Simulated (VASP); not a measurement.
# Sn (Fd-3m) in VASP: notebook

Runs on Sn. Level: PBE. Tasks: single point.

Program: VASP 6.6.1. These are calculated values, not measurements. Logs are shortened: lines on timing, memory, paths and dates and some standing lists are left out, and cuts for length are marked.

**1. The cell of the first run**

The structure is cubic, space group Fd-3m (No. 227). The conventional cell has a = 6.658 Å, b = 6.658 Å, c = 6.658 Å, α = 90.00°, β = 90.00°, γ = 90.00°. Sn (site symmetry -43m) has 4 Sn at 2.88 Å within 3.8 Å.

**2. Single point, PBE**

INCAR

```
ALGO     = Normal         # electronic algorithm
EDIFF    = 1E-6           # SCF threshold, eV
ENCUT    = 520            # plane-wave cutoff, eV
GGA      = PE             # functional
ISIF     = 2              # what is computed and relaxed
ISMEAR   = 1              # smearing method
LASPH    = T              # aspherical terms in the spheres
LCHARG   = F              # write CHGCAR
LREAL    = F              # projectors in reciprocal space
LWAVE    = F              # write WAVECAR
NBANDS   = 21             # bands
NELM     = 60             # most SCF steps
PREC     = Accurate       # precision mode
SIGMA    = 0.1            # smearing width, eV
```

KPOINTS

```
k-points
0
Gamma
  8 8 8
```

POSCAR

```
Sn
1.0
    0.0000000000      3.3289000152      3.3289000152
    3.3289000152      0.0000000000      3.3289000152
    3.3289000152      3.3289000152      0.0000000000
Sn
2
Direct
    0.5000000000      0.5000000000      0.5000000000
    0.7500000000      0.7500000000      0.7500000000
```

Potentials or basis: VASP PAW PBE potentials, release 64 (Sn_d).

Launch:

```bash
cat potpaw_PBE.64/Sn_d/POTCAR > POTCAR
mpirun -np 1 vasp_std > vasp.out
```

OUTCAR:

```text
EDIFF = 1E-6
   ENCUT = 520
   GGA = PE
   ISIF = 2
   ISMEAR = 1
   LASPH = T
   LREAL = F
   NELM = 60
   PREC = Accurate

 ion  position               nearest neighbor table
   1  0.500  0.500  0.500-   2 2.88   2 2.88   2 2.88   2 2.88
   2  0.750  0.750  0.750-   1 2.88   1 2.88   1 2.88   1 2.88

  LATTYP: Found a face centered cubic cell.
 ALAT       =     6.6578000304

  Lattice vectors:

 A1 = (   0.0000000000,   3.3289000152,   3.3289000152)
 A2 = (   3.3289000152,   0.0000000000,   3.3289000152)
 A3 = (   3.3289000152,   3.3289000152,   0.0000000000)

Analysis of symmetry for initial positions (statically):
=====================================================================
 Subroutine PRICEL returns:
 Original cell was already a primitive cell.

 Routine SETGRP: Setting up the symmetry group for a
 face centered cubic supercell.

 Subroutine GETGRP returns: Found 48 space group operations
 (whereof 24 operations were pure point group operations)
 out of a pool of 48 trial point group operations.

The static configuration has the point symmetry T_d .
 The point group associated with its full space group is O_h .

Analysis of symmetry for dynamics (positions and initial velocities):
=====================================================================
 Subroutine PRICEL returns:
 Original cell was already a primitive cell.

 Routine SETGRP: Setting up the symmetry group for a
 face centered cubic supercell.

 Subroutine GETGRP returns: Found 48 space group operations
 (whereof 24 operations were pure point group operations)
 out of a pool of 48 trial point group operations.

The dynamic configuration has the point symmetry T_d .
 The point group associated with its full space group is O_h .

 Subroutine INISYM returns: Found 48 space group operations
 (whereof 24 operations are pure point group operations),
 and found     1 'primitive' translations

----------------------------------------------------------------------------------------

                                     Primitive cell

  volume of cell :      73.7789

  direct lattice vectors                    reciprocal lattice vectors
     0.000000000  3.328900015  3.328900015    -0.150199765  0.150199765  0.150199765
     3.328900015  0.000000000  3.328900015     0.150199765 -0.150199765  0.150199765
     3.328900015  3.328900015  0.000000000     0.150199765  0.150199765 -0.150199765

  length of vectors
     4.707775549  4.707775549  4.707775549     0.260153624  0.260153624  0.260153624

  position of ions in fractional coordinates (direct lattice)
     0.500000000  0.500000000  0.500000000
     0.750000000  0.750000000  0.750000000

  ion indices of the primitive-cell ions
   primitive index   ion index
                 1           1
                 2           2

----------------------------------------------------------------------------------------

 KPOINTS: k-points

Automatic generation of k-mesh.
 Grid dimensions read from file:
 generate k-points for:    8    8    8

 Generating k-lattice:

  Cartesian coordinates                     Fractional coordinates (reciprocal lattice)
    -0.018774971  0.018774971  0.018774971     0.125000000  0.000000000  0.000000000
     0.018774971 -0.018774971  0.018774971     0.000000000  0.125000000  0.000000000
     0.018774971  0.018774971 -0.018774971     0.000000000  0.000000000  0.125000000

  Length of vectors
     0.032519203  0.032519203  0.032519203

  Shift w.r.t. Gamma in fractional coordinates (k-lattice)
     0.000000000  0.000000000  0.000000000

 Subroutine IBZKPT returns following result:
 ===========================================

 Found     29 irreducible k-points:

 Following reciprocal coordinates:
            Coordinates               Weight
  0.000000  0.000000  0.000000      1.000000
  0.125000  0.000000  0.000000      8.000000
  0.250000  0.000000  0.000000      8.000000
  0.375000  0.000000  0.000000      8.000000
  0.500000  0.000000  0.000000      4.000000
  0.125000  0.125000  0.000000      6.000000
[... 16 lines left out ...]
  0.500000  0.250000  0.125000     48.000000
 -0.375000  0.250000  0.125000     24.000000
 [... further k-points ...]
   k-points           NKPTS =     29   k-points in BZ     NKDIM =     29   number of bands    NBANDS=     21
   number of dos      NEDOS =    301   number of ions     NIONS =      2
   total plane-waves  NPLWV =  46656
   dimension x,y,z NGX =    36 NGY =   36 NGZ =   36
   dimension x,y,z NGXF=    72 NGYF=   72 NGZF=   72
   ions per type =               2
   NGX,Y,Z   is equivalent  to a cutoff of  12.71, 12.71, 12.71 a.u.
   NGXF,Y,Z  is equivalent  to a cutoff of  25.43, 25.43, 25.43 a.u.
 SYSTEM =  unknown system
   PREC   = accura    normal or accurate (medium, high low for compatibility)
   ISTART =      0    job   : 0-new  1-cont  2-samecut
   ICHARG =      2    charge: 1-file 2-atom 10-const
   ISPIN  =      1    spin polarized calculation?
   LNONCOLLINEAR =      F non collinear calculations
   LSORBIT =      F    spin-orbit coupling
   LASPH  =      T    aspherical Exc in radial PAW
   ENCUT  =  520.0 eV  38.22 Ry    6.18 a.u.   8.75  8.75  8.75*2*pi/ulx,y,z
   NELM   =     60;   NELMIN=  2; NELMDL= -5     # of ELM steps
   EDIFF  = 0.1E-05   stopping-criterion for ELM
   LREAL  =      F    real-space projection
   EDIFFG = 0.1E-04   stopping-criterion for IOM
   NSW    =      0    number of steps for IOM
   IBRION =     -1    ionic relax: 0-MD 1-quasi-New 2-CG
   NFREE  =      0    steps in history (QN), initial steepest desc. (CG)
   ISIF   =      2    stress and relaxation
   ISYM   =      2    0-nonsym 1-usesym 2-fastsym
   POTIM  = 0.5000    time-step for ionic-motion
   TEBEG  =    0.0;   TEEND  =   0.0 temperature during run
   PSTRESS=    0.0 pullay stress
   NELECT =      28.0000    total number of electrons
   NUPDOWN=      -1.0000    fix difference up-down
   EMIN   =  10.00;   EMAX   =-10.00  energy-range for DOS
   EFERMI =   0.00;   METHOD = LEGACY
   ISMEAR =     1;   SIGMA  =   0.10  broadening in eV -4-tet -1-fermi 0-gaus
   EFERMI_NEDOS =   21; number of points for ismear=-14 and -15
   IALGO  =     38    algorithm
   IMIX   =      4    mixing-type and parameters
     AMIX     =   0.40;   BMIX     =  1.00
     AMIX_MAG =   1.60;   BMIX_MAG =  1.00
  volume/ion in A,a.u.               =      36.89       248.94
  Fermi-wavevector in a.u.,A,eV,Ry     =   1.185269  2.239833 19.114301  1.404862
  Thomas-Fermi vector in A             =   2.321466
   LORBIT       =      0    0 simple, 1 ext, 2 COOP (PROOUT), +10 PAW based schemes
   GGA     = PE    functional components
   LHFCALC =     F    Hartree Fock is set to
   AEXX    =    0.0000 exact exchange contribution
   IVDW    =     0    specifies the selected vdW correction
   LEPSILON=     F    determine dielectric tensor
   LRPA    =     F    only Hartree local field effects (RPA)
 non-spin polarized calculation
 Methfessel and Paxton  Order N= 1 SIGMA  =   0.10
  energy-cutoff  :      520.00
  volume of cell :       73.78
 maximum number of plane-waves:      2012
   NGX = 17   NGY = 17   NGZ = 17

 number of electron      28.0000008 magnetization

 Free energy of the ion-electron system (eV)
  ---------------------------------------------------
  ext. energy  EPLUGINS =         0.00000000
  ---------------------------------------------------
  free energy    TOTEN  =        -7.68370174 eV

  energy without entropy =       -7.68345425  energy(sigma->0) =       -7.68361925

 E-fermi :   4.7496     XC(G=0):  -8.5422

 val. band max:        4.7170009000   @ k =   0.5000   0.0000   0.0000
 cond. band min:       4.8117735364   @ k =   0.3750   0.0000   0.0000
 fundamental gap:      0.0947726365
 Fermi energy:         4.7495619417

 k-point     1 :       0.0000    0.0000    0.0000
  band No.  band energies     occupation
      1     -16.6861      2.00000
      2     -16.6861      2.00000
      3     -16.6861      2.00000
      4     -16.6365      2.00000
      5     -16.6365      2.00000
      6     -16.3849      2.00000
[... 13 lines left out ...]
     20      12.6420      0.00000
     21      12.6420      0.00000

 k-point     2 :       0.1250    0.0000    0.0000
  band No.  band energies     occupation
      1     -16.6946      2.00000
      2     -16.6946      2.00000
      3     -16.6829      2.00000
      4     -16.6245      2.00000
      5     -16.6245      2.00000
      6     -16.4056      2.00000
[... 13 lines left out ...]
     20      11.8778      0.00000
     21      11.8778      0.00000

 k-point     3 :       0.2500    0.0000    0.0000
  band No.  band energies     occupation
      1     -16.7067      2.00000
      2     -16.7067      2.00000
      3     -16.6750      2.00000
      4     -16.6048      2.00000
      5     -16.6048      2.00000
      6     -16.4241      2.00000
[... 13 lines left out ...]
     20      11.6657      0.00000
     21      11.6657      0.00000

 k-point     4 :       0.3750    0.0000    0.0000
  band No.  band energies     occupation
      1     -16.7137      2.00000
      2     -16.7137      2.00000
      3     -16.6666      2.00000
      4     -16.5916      2.00000
      5     -16.5916      2.00000
      6     -16.4349      2.00000
[... 13 lines left out ...]
     20      12.4133      0.00000
     21      12.4133      0.00000

 k-point     5 :       0.5000    0.0000    0.0000
  band No.  band energies     occupation
      1     -16.7157      2.00000
      2     -16.7157      2.00000
      3     -16.6631      2.00000
      4     -16.5875      2.00000
      5     -16.5875      2.00000
      6     -16.4379      2.00000
[... 13 lines left out ...]
     20      13.0728      0.00000
     21      13.4221      0.00000

 k-point     6 :       0.1250    0.1250    0.0000
  band No.  band energies     occupation
      1     -16.6932      2.00000
      2     -16.6932      2.00000
      3     -16.6915      2.00000
      4     -16.6266      2.00000
      5     -16.6116      2.00000
      6     -16.4294      2.00000
[... 13 lines left out ...]
     20      10.9722      0.00000
     21      12.8113      0.00000

 k-point     7 :       0.2500    0.1250    0.0000
  band No.  band energies     occupation
      1     -16.7094      2.00000
      2     -16.7030      2.00000
      3     -16.6801      2.00000
      4     -16.6109      2.00000
      5     -16.5891      2.00000
      6     -16.4537      2.00000
[... 13 lines left out ...]
     20      11.7534      0.00000
     21      12.5454      0.00000
[... 291 lines left out ...]
      1     -16.7456      2.00000
      2     -16.7285      2.00000
      3     -16.6146      2.00000
      4     -16.5477      2.00000
      5     -16.5215      2.00000
      6     -16.5047      2.00000
[... 13 lines left out ...]
     20      12.7411      0.00000
     21      15.1908      0.00000

 k-point    21 :       0.5000    0.5000    0.0000
  band No.  band energies     occupation
      1     -16.7284      2.00000
      2     -16.7284      2.00000
      3     -16.6154      2.00000
      4     -16.6154      2.00000
      5     -16.5084      2.00000
      6     -16.5084      2.00000
[... 13 lines left out ...]
     20      13.6307      0.00000
     21      14.9684      0.00000

 k-point    22 :       0.3750    0.2500    0.1250
  band No.  band energies     occupation
      1     -16.7182      2.00000
      2     -16.7176      2.00000
      3     -16.6635      2.00000
      4     -16.5957      2.00000
      5     -16.5650      2.00000
      6     -16.4790      2.00000
[... 13 lines left out ...]
     20      12.6323      0.00000
     21      12.9610      0.00000

 k-point    23 :       0.5000    0.2500    0.1250
  band No.  band energies     occupation
      1     -16.7335      2.00000
      2     -16.7242      2.00000
      3     -16.6375      2.00000
      4     -16.5780      2.00000
      5     -16.5499      2.00000
      6     -16.4907      2.00000
[... 13 lines left out ...]
     20      12.4242      0.00000
     21      13.6778      0.00000

 k-point    24 :      -0.3750    0.2500    0.1250
  band No.  band energies     occupation
      1     -16.7396      2.00000
      2     -16.7262      2.00000
      3     -16.6254      2.00000
      4     -16.5649      2.00000
      5     -16.5510      2.00000
      6     -16.4862      2.00000
[... 13 lines left out ...]
     20      13.2835      0.00000
     21      13.6524      0.00000

 [... further k-points ...]

------------------------ aborting loop because EDIFF is reached ----------------------------------------

  FORCE on cell =-STRESS in cart. coord.  units (eV):
  Direction    XX          YY          ZZ          XY          YZ          ZX
  --------------------------------------------------------------------------------------
  -------------------------------------------------------------------------------------
  Total       -0.0424029     -0.0424029     -0.0424029     -0.0000000      0.0000000     -0.0000000
  in kB       -0.9208185     -0.9208185     -0.9208185     -0.0000000      0.0000000     -0.0000000
  external PRESSURE =      -0.9208185 kB  Pullay stress =       0.0000000 kB

 VOLUME and BASIS-vectors are now :
 -----------------------------------------------------------------------------
  energy-cutoff  :      520.00
  volume of cell :       73.78
      direct lattice vectors                 reciprocal lattice vectors
     0.000000000  3.328900015  3.328900015    -0.150199765  0.150199765  0.150199765
     3.328900015  0.000000000  3.328900015     0.150199765 -0.150199765  0.150199765
     3.328900015  3.328900015  0.000000000     0.150199765  0.150199765 -0.150199765

 POSITION                                       TOTAL-FORCE (eV/Angst)
 -----------------------------------------------------------------------------------
      3.32890      3.32890      3.32890        -0.000000     -0.000000     -0.000000
      4.99335      4.99335      4.99335         0.000000      0.000000      0.000000
 -----------------------------------------------------------------------------------
    total drift:                                0.000000      0.000000      0.000000

  FREE ENERGIE OF THE ION-ELECTRON SYSTEM (eV)
  ---------------------------------------------------
  free  energy   TOTEN  =        -7.6837017412 eV

  energy  without entropy=       -7.6834542532  energy(sigma->0) =       -7.68361925
```

It took 70 s on 1 thread of AMD EPYC 7R13, shared host; peak memory 0.18 GiB.

Results:

```yaml
Free_energy: -7.6837 eV
Pressure: -0.1 GPa
Band_gap_on_the_k_mesh: zero (band 14 reaches 4.95 eV, above the bottom of band 15 at 4.72 eV)
```

Levels at points of the mesh, in eV from the Fermi level:
```csv
k point,band 11,band 12,band 13,band 14,band 15,band 16,band 17,band 18
"(0.00, 0.00, 0.00)",-10.00,-1.04,0.20,0.20,0.20,2.26,2.26,2.26
"(0.50, 0.00, 0.00)",-8.53,-5.92,-0.89,-0.89,-0.03,3.31,3.31,5.80
"(0.50, 0.50, 0.00)",-7.15,-7.15,-2.11,-2.11,1.01,1.01,7.36,7.36
```

Caveat: spin-orbit coupling is left out, which moves the levels of the heavy elements.

**3. Single point, PBE**

INCAR

```
SYSTEM = Sn
PREC = Accurate ; ENCUT = 520
EDIFF = 1E-6 ; ISMEAR = 1
SIGMA = 0.2 ; LREAL = .False.
LASPH = .True. ; NELM = 100
ALGO = Normal ; ISIF = 2
LWAVE = .False. ; LCHARG = .True.
GGA = PE ; LELF = .True.
LVHAR = .True. ; NBANDS = 21
```

KPOINTS

```
regular mesh
0
Gamma
  8 8 8
  0 0 0
```

POSCAR is that of step 2.

Potentials or basis: VASP PAW PBE potentials, release 64 (Sn_d).

Launch:

```bash
cat potpaw_PBE.64/Sn_d/POTCAR > POTCAR
mpirun -np 1 vasp_std > vasp.out
```

It took 76 s on 1 thread of AMD EPYC 7R13, shared host; peak memory 0.18 GiB.

It converged, with:

```
Free energy            : -7.6843 eV
Pressure               : -0.1 GPa
Band gap on the k mesh : zero (band 14 reaches 4.95 eV, above the bottom of band 15 at 4.72 eV)
```

Levels at points of the mesh, in eV from the Fermi level:
```csv
k point,band 10,band 11,band 12,band 13,band 14,band 15,band 16,band 17,band 18,band 19
"(0.00, 0.00, 0.00)",-21.16,-10.03,-1.07,0.17,0.17,0.17,2.23,2.23,2.23,5.05
"(0.50, 0.00, 0.00)",-21.12,-8.55,-5.94,-0.92,-0.92,-0.06,3.28,3.28,5.77,8.27
"(0.50, 0.50, 0.00)",-21.10,-7.18,-7.18,-2.14,-2.14,0.99,0.99,7.33,7.33,8.85
```

Caveat: spin-orbit coupling is left out, which moves the levels of the heavy elements.

**4. Single point, PBE**

INCAR

```
SYSTEM = Sn
  PREC = Accurate
  ENCUT = 520
  EDIFF = 1E-6
  ISMEAR = 1
  SIGMA = 0.3
  LREAL = .False.
  LASPH = .True.
  NELM = 80
  ALGO = Normal
  ISIF = 2
  LWAVE = .False.
  LCHARG = .False.
  GGA = PE
  NBANDS = 21
```

KPOINTS

```
Automatic mesh
0
Gamma
  8 8 8
  0 0 0
```

POSCAR is that of step 3.

Launch:

```bash
cat potpaw_PBE.64/Sn_d/POTCAR > POTCAR
mpirun -np 1 vasp_std > vasp.out
```

Wall time 64 s (1 thread of AMD EPYC 7R13, shared host); peak memory 0.18 GiB.

It converged, with:

```yaml
Free_energy: -7.6851 eV
Pressure: 0.0 GPa
Band_gap_on_the_k_mesh: zero (band 14 reaches 4.95 eV, above the bottom of band 15 at 4.71 eV)
```

Levels at points of the mesh, in eV from the Fermi level:
| k point | band 12 | band 13 | band 14 | band 15 | band 16 | band 17 |
| --- | --- | --- | --- | --- | --- | --- |
| (0.00, 0.00, 0.00) | -1.09 | 0.16 | 0.16 | 0.16 | 2.22 | 2.22 |
| (0.50, 0.00, 0.00) | -5.96 | -0.94 | -0.94 | -0.08 | 3.26 | 3.26 |
| (0.50, 0.50, 0.00) | -7.20 | -2.15 | -2.15 | 0.97 | 0.97 | 7.31 |

Caveat: spin-orbit coupling is left out, which moves the levels of the heavy elements.

**5. Summary**

```tsv
smearing	gap on the mesh (eV)	pressure (GPa)
methfessel-paxton 0.1 eV	none	-0.1
methfessel-paxton 0.2 eV	none	-0.1
methfessel-paxton 0.3 eV	none	0.0
```

Alike in all rows: task single point; level PBE; potentials or basis VASP PAW PBE potentials, release 64 (Sn_d); no spin polarisation; cell as given; k mesh 8 × 8 × 8; cutoff (eV) 520.

Every run on the cell as given and a fine mesh finds a metal.

Caveats: spin-orbit coupling is left out, which moves the levels of the heavy elements.

Total energies depend on the potentials used, so only differences within one code and one set of settings carry meaning.
